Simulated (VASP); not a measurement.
Wanted: the native input for a VASP 6.6.1 run.

```
Task                   : single point
Functional             : BLYP
Potentials or basis    : VASP PAW PBE potentials, release 64 (Cd)
Cutoff                 : 520 eV
k mesh                 : 19 × 19 × 8
Occupations            : fermi-dirac, width 0.1 eV
Spin                   : no spin polarisation
Dipole correction      : no
Further INCAR settings : ALGO = Normal; EDIFF = 1e-06; NBANDS = 19
```

The structure of Cd lies in POSCAR:

```
Cd
1.0
    3.2165200225      0.0000000000      0.0000000000
   -1.6082600112      2.7855880513      0.0000000000
    0.0000000000      0.0000000000      6.6672286653
Cd
2
Direct
    0.3333333333      0.6666666667      0.2500000000
    0.6666666667      0.3333333333      0.7500000000
```

The input as run:

INCAR

```
PREC = Accurate
ENCUT = 520
EDIFF = 1E-6
ISMEAR = -1
SIGMA = 0.1
LREAL = F
LASPH = T
NELM = 60
ALGO = Normal
ISIF = 2
LWAVE = F
LCHARG = T
GGA = B5
ALDAX = 1.0
AGGAX = 1.0
AGGAC = 1.0
ALDAC = 0.0
LELF = T
LVHAR = T
NBANDS = 19
```

KPOINTS

```
regular mesh
0
Gamma
  19 19 8
```

Potentials or basis: VASP PAW PBE potentials, release 64 (Cd).

Run with:

```sh
$ cat potpaw_PBE.64/Cd/POTCAR > POTCAR
$ mpirun -np 1 vasp_std > vasp.out
```

Results of the run:

| Property | Result |
| --- | --- |
| Pressure | -1.2 GPa |
| Band gap on the k mesh | zero (bands 12 and 13 overlap by 2.46 eV) |

Caveat: the PAW data sets were made with another functional, which shifts forces and pressure a little.

It took 56 s on 1 thread of Intel(R) Xeon(R) Platinum 8559C (Emerald Rapids) (shared host), peak memory 0.31 GiB.
